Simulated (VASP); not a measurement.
# Ga4As5 in VASP: single point with PBEsol

Aim: the single point of Ga4As5 with PBEsol.

Everything below comes from runs of VASP 6.6.1. Logs are shortened: lines on timing, memory, paths and dates and some standing lists are left out, and cuts for length are marked.

### 1 The cell of the first run

The cell holds a slab with vacuum, 9 atoms: a = 4.001 Å, b = 4.001 Å, c = 26.317 Å, α = 90.00°, β = 90.00°, γ = 90.00°.

### 2 Single point, PBEsol

Input file INCAR:

```
SYSTEM = Ga4As5
  PREC = Accurate
  ENCUT = 520
  EDIFF = 1E-7
  ISMEAR = 0
  SIGMA = 0.05
  LREAL = .FALSE.
  LASPH = .TRUE.
  NELM = 60
  ALGO = Normal
  ISIF = 2
  LWAVE = .FALSE.
  LCHARG = .TRUE.
  LDIPOL = .TRUE.
  IDIPOL = 3
  DIPOL = 0.5 0.5 0.500
  GGA = PS
  LELF = .TRUE.
  LVHAR = .TRUE.
  LVACPOTAV = .TRUE.
  NBANDS = 48
```

Input file KPOINTS:

```
Automatic mesh
0
G
  9 9 1
  0 0 0
```

Input file POSCAR:

```
Ga4As5
1.0
    4.0010046268      0.0000000000      0.0000000000
    0.0000000000      4.0010046268      0.0000000000
    0.0000000000      0.0000000000     26.3165500128
As Ga
5 4
Direct
    0.0000000000      0.5000000000      0.2849917636
    0.5000000000      0.0000000000      0.3924958818
    0.0000000000      0.5000000000      0.5000000000
    0.5000000000      0.0000000000      0.6075041182
    0.0000000000      0.5000000000      0.7150082364
    0.5000000000      0.5000000000      0.3387438227
    0.0000000000      0.0000000000      0.4462479409
    0.5000000000      0.5000000000      0.5537520591
    0.0000000000      0.0000000000      0.6612561773
```

Potentials or basis: VASP PAW PBE potentials, release 64 (As, Ga_d).

Run with:

```console
$ cat potpaw_PBE.64/As/POTCAR potpaw_PBE.64/Ga_d/POTCAR > POTCAR
$ mpirun -np 1 vasp_std > vasp.out
```

OUTCAR:

```text
SYSTEM = Ga4As5
   PREC = Accurate
   ENCUT = 520
   EDIFF = 1E-7
   ISMEAR = 0
   LREAL = .FALSE.
   LASPH = .TRUE.
   NELM = 60
   ISIF = 2
   GGA = PS

 ion  position               nearest neighbor table
   1  0.000  0.500  0.285-   6 2.45   6 2.45
   2  0.500  0.000  0.392-   6 2.45   7 2.45   6 2.45   7 2.45
   3  0.000  0.500  0.500-   7 2.45   8 2.45   7 2.45   8 2.45
   4  0.500  0.000  0.608-   8 2.45   9 2.45   8 2.45   9 2.45
   5  0.000  0.500  0.715-   9 2.45   9 2.45
   6  0.500  0.500  0.339-   2 2.45   2 2.45   1 2.45   1 2.45
   7  0.000  0.000  0.446-   2 2.45   3 2.45   3 2.45   2 2.45
   8  0.500  0.500  0.554-   3 2.45   4 2.45   4 2.45   3 2.45
   9  0.000  0.000  0.661-   4 2.45   4 2.45   5 2.45   5 2.45

  LATTYP: Found a simple tetragonal cell.
 ALAT       =     4.0010046268
 C/A-ratio  =     6.5774855236

  Lattice vectors:

 A1 = (   4.0010046268,   0.0000000000,   0.0000000000)
 A2 = (   0.0000000000,   4.0010046268,   0.0000000000)
 A3 = (   0.0000000000,   0.0000000000,  26.3165500128)

Analysis of symmetry for initial positions (statically):
=====================================================================
 Subroutine PRICEL returns:
 Original cell was already a primitive cell.

 Routine SETGRP: Setting up the symmetry group for a
 simple tetragonal supercell.

 Subroutine GETGRP returns: Found  8 space group operations
 (whereof  4 operations were pure point group operations)
 out of a pool of 16 trial point group operations.

The static configuration has the point symmetry C_2v.
 The point group associated with its full space group is D_2d.

Analysis of symmetry for dynamics (positions and initial velocities):
=====================================================================
 Subroutine PRICEL returns:
 Original cell was already a primitive cell.

 Routine SETGRP: Setting up the symmetry group for a
 simple tetragonal supercell.

 Subroutine GETGRP returns: Found  8 space group operations
 (whereof  4 operations were pure point group operations)
 out of a pool of 16 trial point group operations.

The dynamic configuration has the point symmetry C_2v.
 The point group associated with its full space group is D_2d.

 Subroutine INISYM returns: Found  8 space group operations
 (whereof  4 operations are pure point group operations),
 and found     1 'primitive' translations

----------------------------------------------------------------------------------------

                                     Primitive cell

  volume of cell :     421.2763

  direct lattice vectors                    reciprocal lattice vectors
     4.001004627  0.000000000  0.000000000     0.249937227  0.000000000  0.000000000
     0.000000000  4.001004627  0.000000000     0.000000000  0.249937227  0.000000000
     0.000000000  0.000000000 26.316550013     0.000000000  0.000000000  0.037998902

  length of vectors
     4.001004627  4.001004627 26.316550013     0.249937227  0.249937227  0.037998902

  position of ions in fractional coordinates (direct lattice)
     0.000000000  0.500000000  0.284991764
     0.500000000  0.000000000  0.392495882
     0.000000000  0.500000000  0.500000000
     0.500000000  0.000000000  0.607504118
     0.000000000  0.500000000  0.715008236
     0.500000000  0.500000000  0.338743823
     0.000000000  0.000000000  0.446247941
     0.500000000  0.500000000  0.553752059
     0.000000000  0.000000000  0.661256177

  ion indices of the primitive-cell ions
   primitive index   ion index
                 1           1
                 2           2
                 3           3
                 4           4
                 5           5
                 6           6
                 7           7
                 8           8
                 9           9

----------------------------------------------------------------------------------------

 KPOINTS: Automatic mesh

Automatic generation of k-mesh.
 Grid dimensions read from file:
 generate k-points for:    9    9    1

 Generating k-lattice:

  Cartesian coordinates                     Fractional coordinates (reciprocal lattice)
     0.027770803  0.000000000  0.000000000     0.111111111  0.000000000  0.000000000
     0.000000000  0.027770803  0.000000000     0.000000000  0.111111111  0.000000000
     0.000000000  0.000000000  0.037998902     0.000000000  0.000000000  1.000000000

  Length of vectors
     0.027770803  0.027770803  0.037998902

  Shift w.r.t. Gamma in fractional coordinates (k-lattice)
     0.000000000  0.000000000  0.000000000

 Subroutine IBZKPT returns following result:
 ===========================================

 Found     15 irreducible k-points:

 Following reciprocal coordinates:
            Coordinates               Weight
  0.000000  0.000000  0.000000      1.000000
  0.111111  0.000000  0.000000      4.000000
  0.222222  0.000000  0.000000      4.000000
  0.333333  0.000000  0.000000      4.000000
  0.444444  0.000000  0.000000      4.000000
  0.111111  0.111111  0.000000      4.000000
  0.222222  0.111111  0.000000      8.000000
  0.333333  0.111111  0.000000      8.000000
  0.444444  0.111111  0.000000      8.000000
  0.222222  0.222222  0.000000      4.000000
  0.333333  0.222222  0.000000      8.000000
  0.444444  0.222222  0.000000      8.000000
  0.333333  0.333333  0.000000      4.000000
  0.444444  0.333333  0.000000      8.000000
  0.444444  0.444444  0.000000      4.000000
   k-points           NKPTS =     15   k-points in BZ     NKDIM =     15   number of bands    NBANDS=     48
   number of dos      NEDOS =    301   number of ions     NIONS =      9
   total plane-waves  NPLWV = 176400
   dimension x,y,z NGX =    30 NGY =   30 NGZ =  196
   dimension x,y,z NGXF=    60 NGYF=   60 NGZF=  392
   ions per type =               5   4
   NGX,Y,Z   is equivalent  to a cutoff of  12.47, 12.47, 12.38 a.u.
   NGXF,Y,Z  is equivalent  to a cutoff of  24.93, 24.93, 24.76 a.u.
 SYSTEM =  Ga4As5
   PREC   = accura    normal or accurate (medium, high low for compatibility)
   ISTART =      0    job   : 0-new  1-cont  2-samecut
   ICHARG =      2    charge: 1-file 2-atom 10-const
   ISPIN  =      1    spin polarized calculation?
   LNONCOLLINEAR =      F non collinear calculations
   LSORBIT =      F    spin-orbit coupling
   LASPH  =      T    aspherical Exc in radial PAW
   ENCUT  =  520.0 eV  38.22 Ry    6.18 a.u.   7.44  7.44 48.93*2*pi/ulx,y,z
   NELM   =     60;   NELMIN=  2; NELMDL= -5     # of ELM steps
   EDIFF  = 0.1E-06   stopping-criterion for ELM
   LREAL  =      F    real-space projection
   EDIFFG = 0.1E-05   stopping-criterion for IOM
   NSW    =      0    number of steps for IOM
   IBRION =     -1    ionic relax: 0-MD 1-quasi-New 2-CG
   NFREE  =      0    steps in history (QN), initial steepest desc. (CG)
   ISIF   =      2    stress and relaxation
   ISYM   =      2    0-nonsym 1-usesym 2-fastsym
   POTIM  = 0.5000    time-step for ionic-motion
   TEBEG  =    0.0;   TEEND  =   0.0 temperature during run
   PSTRESS=    0.0 pullay stress
   NELECT =      77.0000    total number of electrons
   NUPDOWN=      -1.0000    fix difference up-down
   EMIN   =  10.00;   EMAX   =-10.00  energy-range for DOS
   EFERMI =   0.00;   METHOD = LEGACY
   ISMEAR =     0;   SIGMA  =   0.05  broadening in eV -4-tet -1-fermi 0-gaus
   EFERMI_NEDOS =   21; number of points for ismear=-14 and -15
   IALGO  =     38    algorithm
   IMIX   =      4    mixing-type and parameters
     AMIX     =   0.40;   BMIX     =  1.00
     AMIX_MAG =   1.60;   BMIX_MAG =  1.00
  volume/ion in A,a.u.               =      46.81       315.88
  Fermi-wavevector in a.u.,A,eV,Ry     =   0.929072  1.755692 11.744207  0.863175
  Thomas-Fermi vector in A             =   2.055316
   LORBIT       =      0    0 simple, 1 ext, 2 COOP (PROOUT), +10 PAW based schemes
   GGA     = PS    functional components
   LHFCALC =     F    Hartree Fock is set to
   AEXX    =    0.0000 exact exchange contribution
   IVDW    =     0    specifies the selected vdW correction
   LEPSILON=     F    determine dielectric tensor
   LRPA    =     F    only Hartree local field effects (RPA)
 non-spin polarized calculation
 Gauss-broadening in eV      SIGMA  =   0.05
  energy-cutoff  :      520.00
  volume of cell :      421.28
 maximum number of plane-waves:     11465
 NGX is ok and might be reduce to    30
   NGX = 15   NGY = 15   NGZ = 97

 dipolmoment           0.000000      0.000000     -0.000000 electrons x Angstroem

 number of electron      77.0000004 magnetization

 dipolmoment           0.000000      0.000000      0.000000 electrons x Angstroem

 Free energy of the ion-electron system (eV)
  ---------------------------------------------------
  ext. energy  EPLUGINS =         0.00000000
  ---------------------------------------------------
  free energy    TOTEN  =       -38.30386174 eV

  energy without entropy =      -38.29283333  energy(sigma->0) =      -38.29834753

 E-fermi :  -1.3472     XC(G=0):  -5.3560

 val. band max:       -1.3529479574   @ k =   0.2222   0.1111   0.0000
 cond. band min:      -1.3342150841   @ k =   0.2222   0.0000   0.0000
 fundamental gap:      0.0187328733
 Fermi energy:        -1.3472303314

 k-point     1 :       0.0000    0.0000    0.0000
  band No.  band energies     occupation
      1     -15.9955      2.00000
      2     -15.9386      2.00000
      3     -15.8951      2.00000
      4     -15.8951      2.00000
      5     -15.8695      2.00000
      6     -15.8695      2.00000
[... 40 lines left out ...]
     47       2.1317      0.00000
     48       2.3015      0.00000

 k-point     2 :       0.1111    0.0000    0.0000
  band No.  band energies     occupation
      1     -15.9939      2.00000
      2     -15.9373      2.00000
      3     -15.9009      2.00000
      4     -15.8943      2.00000
      5     -15.8730      2.00000
      6     -15.8702      2.00000
[... 655 lines left out ...]
 k-point    15 :       0.4444    0.4444    0.0000
  band No.  band energies     occupation
      1     -16.0178      2.00000
      2     -15.9565      2.00000
      3     -15.9426      2.00000
      4     -15.8700      2.00000
      5     -15.8574      2.00000
      6     -15.8569      2.00000
[... 40 lines left out ...]
     47       2.8917      0.00000
     48       3.2478      0.00000

------------------------ aborting loop because EDIFF is reached ----------------------------------------

  FORCE on cell =-STRESS in cart. coord.  units (eV):
  Direction    XX          YY          ZZ          XY          YZ          ZX
  --------------------------------------------------------------------------------------
  -------------------------------------------------------------------------------------
  Total       -2.7429423     -2.7429423      0.3761699      0.0000000      0.0000000      0.0000000
  in kB      -10.4318227    -10.4318227      1.4306307      0.0000000      0.0000000      0.0000000
  external PRESSURE =      -6.4776716 kB  Pullay stress =       0.0000000 kB

 VOLUME and BASIS-vectors are now :
 -----------------------------------------------------------------------------
  energy-cutoff  :      520.00
  volume of cell :      421.28
      direct lattice vectors                 reciprocal lattice vectors
     4.001004627  0.000000000  0.000000000     0.249937227  0.000000000  0.000000000
     0.000000000  4.001004627  0.000000000     0.000000000  0.249937227  0.000000000
     0.000000000  0.000000000 26.316550013     0.000000000  0.000000000  0.037998902

 POSITION                                       TOTAL-FORCE (eV/Angst)
 -----------------------------------------------------------------------------------
      0.00000      2.00050      7.50000         0.000000      0.000000      0.069969
      2.00050      0.00000     10.32914         0.000000      0.000000      0.236571
      0.00000      2.00050     13.15828         0.000000      0.000000      0.000000
      2.00050      0.00000     15.98741         0.000000      0.000000     -0.236571
      0.00000      2.00050     18.81655         0.000000      0.000000     -0.069969
      2.00050      2.00050      8.91457         0.000000      0.000000     -0.258907
      0.00000      0.00000     11.74371         0.000000      0.000000     -0.112208
      2.00050      2.00050     14.57284         0.000000      0.000000      0.112208
      0.00000      0.00000     17.40198         0.000000      0.000000      0.258907
 -----------------------------------------------------------------------------------
    total drift:                                0.000000      0.000000      0.000000

  FREE ENERGIE OF THE ION-ELECTRON SYSTEM (eV)
  ---------------------------------------------------
  free  energy   TOTEN  =       -38.3038617373 eV

  energy  without entropy=      -38.2928333252  energy(sigma->0) =      -38.29834753

 vacuum level on the upper side and lower side of the slab         4.476         4.476
```

Wall time 18 min (1 thread of AMD EPYC, shared host); peak memory 0.53 GiB.

What came out:

| Property | Result |
| --- | --- |
| Free energy | -38.3039 eV |
| Largest force | 0.259 eV/Å |
| Band gap on the k mesh | zero (an odd number of electrons rules out a gap without spin polarisation) |

Forces in eV/Å, atoms in the order of the input:
```
As   0.000  0.000  0.070
As   0.000  0.000  0.237
As   0.000  0.000  0.000
As   0.000  0.000 -0.237
As   0.000  0.000 -0.070
Ga   0.000  0.000 -0.259
Ga   0.000  0.000 -0.112
Ga   0.000  0.000  0.112
Ga   0.000  0.000  0.259
```

Levels at points of the mesh, in eV from the Fermi level:
| k point | band 35 | band 36 | band 37 | band 38 | band 39 | band 40 | band 41 | band 42 |
| --- | --- | --- | --- | --- | --- | --- | --- | --- |
| (0.00, 0.00, 0.00) | -0.83 | 0.03 | 0.03 | 0.32 | 1.20 | 1.20 | 1.75 | 1.88 |

Caveat: the PAW data sets were made with another functional, which shifts forces and pressure a little.
